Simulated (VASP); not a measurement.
Input of a VASP 6.6.1 run:

File INCAR:

```
SYSTEM = PbSe
ALGO = Normal ; EDIFF = 1E-6
ENCUT = 500 ; GGA = PS
GGA_COMPAT = .False. ; ISIF = 2
ISMEAR = 0 ; IVDW = 12
LASPH = .True. ; LCHARG = .True.
LELF = .True. ; LREAL = .False.
LVHAR = .True. ; LWAVE = .False.
NBANDS = 17 ; NELM = 120
PREC = Accurate ; SIGMA = 0.05
```

File KPOINTS:

```
k-points
0
Gamma
  6 6 6
  0 0 0
```

POSCAR

```
PbSe
1.0
    0.0000000000      3.0440546310      3.0440546310
    3.0440546310      0.0000000000      3.0440546310
    3.0440546310      3.0440546310      0.0000000000
Pb Se
1 1
Direct
    0.5000000000      0.5000000000      0.5000000000
    0.0000000000      0.0000000000      0.0000000000
```

Potentials or basis: VASP PAW PBE potentials, release 64 (Pb_d, Se).

Command:

```bash
$ cat potpaw_PBE.64/Pb_d/POTCAR potpaw_PBE.64/Se/POTCAR > POTCAR
$ mpirun -np 1 vasp_std > vasp.out
```

Q: What does it give for the pressure?

A: -1.8 GPa.

Q: Estimate the band gap on the k mesh.

A: 0.15 eV, direct.

Caveat: the PAW data sets were made with another functional, which shifts forces and pressure a little; spin-orbit coupling is left out, which moves the levels of the heavy elements. A k mesh can miss the band edges.
